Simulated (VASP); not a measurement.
# MgZnTe2: single point with r2SCAN

MgZnTe2:

```
Mg Te Zn
1.0
     4.51965    0.00000    0.00000
     0.00000    4.51965    0.00000
     0.00000    0.00000    6.46638
Mg Te Zn
1 2 1
Cartesian
  0.0000 0.0000 0.0000
  0.0000 2.2598 1.7132
  2.2598 0.0000 4.7532
  2.2598 2.2598 3.2332
```

This cell differs from its parent crystal: volume changed by +6%.

```json
{
  "Program": "VASP 6.6.1",
  "Task": "single point",
  "Functional": "r2SCAN",
  "Potentials or basis": "VASP PAW PBE potentials, release 64 (Mg, Te, Zn)",
  "Cutoff": "520 eV",
  "k mesh": "6 × 6 × 4",
  "Occupations": "gaussian, width 0.01 eV",
  "Spin": "no spin polarisation",
  "Dipole correction": "no",
  "Further INCAR settings": "ALGO = Normal; EDIFF = 1e-06; NBANDS = 21"
}
```

```
Pressure               : -2.2 GPa
Largest force          : 0.011 eV/Å
Band gap on the k mesh : 1.88 eV, direct
```

Forces on the atoms (eV/Å):
```
Mg   0.000  0.000  0.000
Te   0.000  0.000 -0.011
Te   0.000  0.000  0.011
Zn   0.000  0.000  0.000
```

Stress tensor (GPa, compression positive):
```
-2.20  0.00  0.00
 0.00 -2.20  0.00
 0.00  0.00 -2.28
```

Levels at points of the mesh, in eV from the valence-band top:
| k point | band 11 | band 12 | band 13 | band 14 | band 15 | band 16 |
| --- | --- | --- | --- | --- | --- | --- |
| (0.00, 0.00, 0.00) | -0.03 | 0.00 | 0.00 | 1.88 | 3.05 | 3.57 |
| (0.50, 0.00, 0.00) | -1.72 | -0.67 | -0.55 | 3.46 | 4.77 | 5.83 |
| (0.50, 0.50, 0.00) | -1.58 | -1.58 | -1.46 | 2.82 | 3.06 | 3.06 |
| (0.00, 0.00, 0.50) | -1.13 | -0.61 | -0.61 | 3.13 | 3.90 | 4.28 |
| (0.50, 0.00, 0.50) | -0.63 | -0.56 | -0.53 | 2.23 | 3.55 | 5.53 |
| (0.50, 0.50, 0.50) | -2.13 | -1.84 | -1.84 | 4.84 | 4.95 | 4.95 |

It took 3.1 min on 1 thread of Intel(R) Xeon(R) Platinum 8375C CPU @ 2.90GHz (Ice Lake), with other jobs on the host, peak memory 0.31 GiB.

Caveat: the PAW data sets were made with another functional, which shifts forces and pressure a little; spin-orbit coupling is left out, which moves the levels of the heavy elements. A k mesh can miss the band edges.
